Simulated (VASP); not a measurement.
## HfB: relaxation of cell and atoms with r2SCAN+U

Crystal: HfB.

```xyz
2
Lattice="0.0000 2.3100 2.3100 2.3100 0.0000 2.3100 2.3100 2.3100 0.0000" Properties=species:S:1:pos:R:3 pbc="T T T"
Hf    2.3100    2.3100    2.3100
B     0.0000    0.0000    0.0000
```

```json
{"Program": "VASP 6.6.1", "Task": "relaxation of cell and atoms", "Functional": "r2SCAN", "Potentials or basis": "VASP PAW PBE potentials, release 64 (Hf_pv, B)", "Cutoff": "600 eV", "k mesh": "10 × 10 × 10", "Occupations": "fermi-dirac, width 0.05 eV", "Spin": "no spin polarisation", "Hubbard terms": "Hf d U = 2.0 eV", "Dipole correction": "no", "Further INCAR settings": "ALGO = Normal; EDIFF = 1e-06; IBRION = 2; EDIFFG = -0.01; NSW = 60; ISIF = 3"}
```

```
Relaxed volume                        : 14.47 Å³/atom
Relaxed cell                          : a = 3.446 Å, b = 3.446 Å, c = 3.446 Å, α = 60.00°, β = 60.00°, γ = 60.00°
Space group after relaxing (to 0.1 Å) : Fm-3m (No. 225)
Energy gained by relaxing             : 221.7 meV/atom
Ionic steps                           : 15
Pressure after relaxing               : 0.1 GPa
Band gap on the k mesh                : zero (an odd number of electrons rules out a gap without spin polarisation)
```

Step by step:
| step | energy change (eV) | largest force (eV/Å) | pressure (GPa) | volume (Å³) |
| --- | --- | --- | --- | --- |
| 1 | 0.0000 | 0.0000 | 37.39 | 24.65 |
| 2 | 0.2622 | 0.0000 | -25.21 | 36.41 |
| 3 | -0.4424 | 0.0000 | -1.45 | 29.21 |
| 4 | -0.4434 | 0.0000 | -0.23 | 29.00 |
| 5 | -0.4434 | 0.0000 | 0.46 | 28.91 |
| 6 | -0.4434 | 0.0000 | 0.32 | 28.91 |
| 7 | -0.4434 | 0.0000 | 0.32 | 28.92 |
| 8 | -0.4434 | 0.0000 | 0.27 | 28.92 |
| 9 | -0.4434 | 0.0000 | 0.27 | 28.92 |
| 10 | -0.4434 | 0.0000 | 0.27 | 28.92 |
| 11 | -0.4434 | 0.0000 | 0.27 | 28.92 |
| 12 | -0.4434 | 0.0000 | 0.27 | 28.92 |
| 13 | -0.4434 | 0.0000 | 0.27 | 28.92 |
| 14 | -0.4434 | 0.0000 | 0.26 | 28.93 |
| 15 | -0.4434 | 0.0000 | 0.11 | 28.94 |

Final structure:
```cif
data_structure
_symmetry_space_group_name_H-M 'P 1'
_symmetry_Int_Tables_number 1
_cell_length_a 3.4462
_cell_length_b 3.4462
_cell_length_c 3.4462
_cell_angle_alpha 60.000
_cell_angle_beta 60.000
_cell_angle_gamma 60.000
_cell_volume 28.94
loop_
_atom_site_label
_atom_site_type_symbol
_atom_site_fract_x
_atom_site_fract_y
_atom_site_fract_z
_atom_site_occupancy
Hf1 Hf 0.50000 0.50000 0.50000 1
B1 B 0.00000 0.00000 0.00000 1
```

Levels at points of the mesh, in eV from the Fermi level:
```csv
k point,band 3,band 4,band 5,band 6,band 7,band 8,band 9,band 10
"(0.00, 0.00, 0.00)",-30.72,-9.80,2.53,2.53,2.53,3.59,3.59,3.59
"(0.50, 0.00, 0.00)",-30.76,-5.19,-4.82,-1.13,-1.13,6.20,6.20,6.96
"(0.50, 0.50, 0.00)",-30.86,-6.84,-1.71,-0.48,1.77,1.77,5.53,7.38
```

Eigenvalues of the final occupation matrices:
```
    site  spin  trace               eigenvalues
site 1 d     1   0.78  0.10 0.10 0.10 0.24 0.24
site 1 d     2   0.78  0.10 0.10 0.10 0.24 0.24
```

Wall time 7.1 min on 1 thread of Intel(R) Xeon(R) 6975P-C (Granite Rapids), with other jobs on the host, peak memory 0.18 GiB.

Caveat: the volume moved by over 15 % at a fixed basis, so the end points are rough; the PAW data sets were made with another functional, which shifts forces and pressure a little; spin-orbit coupling is left out, which moves the levels of the heavy elements; U without spin polarisation on a metal has little footing; the U is typed as a test and isn't derived for this compound. Zero-point motion and thermal expansion aren't in these numbers.
